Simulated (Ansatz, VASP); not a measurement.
**One calculation of CdBi3O, two programs**

```
Cd Bi O
1.0
     3.39918    0.00000    0.00000
     0.00000    3.39918    0.00000
     0.00000    0.00000   12.22155
Cd Bi O
1 3 1
Direct
  0.00000 0.00000 0.50000
  0.00000 0.00000 0.73747
  0.00000 0.00000 0.26253
  0.50000 0.50000 0.00000
  0.00000 0.00000 0.00000
```

Alike in both runs: functional PBE; k mesh 6 × 6 × 2; occupations gaussian, width 0.1 eV; no spin polarisation.

Ansatz relaxed the structure, and its values are those at the end. VASP's run is a single point on that final structure, the one shown.

|  | VASP | Ansatz |
| --- | --- | --- |
| version | VASP 6.6.1 | Ansatz 0.2.0 |
| potentials or method | VASP PAW PBE potentials, release 64 (Cd, Bi_d, O), cutoff 600 eV | scalar-relativistic, plane waves, PAW |
| valence electrons in the cell | 63 | 71 |

VASP gave:

- gap on the k mesh at the Fermi level (eV): none
- pressure (GPa): 0.1
- rms of the force components (eV/Å): 0.004

Which values does Ansatz return?

gap on the k mesh at the Fermi level (eV): none; pressure (GPa): 0.1; rms of the force components (eV/Å): 0.001.

A gap of «none» marks a metal or a gap that the smearing closes. VASP's potentials hold 63 valence electrons a cell and Ansatz's 71, so a difference there can come from the potentials and not from the codes.

Spin-orbit coupling is off throughout.
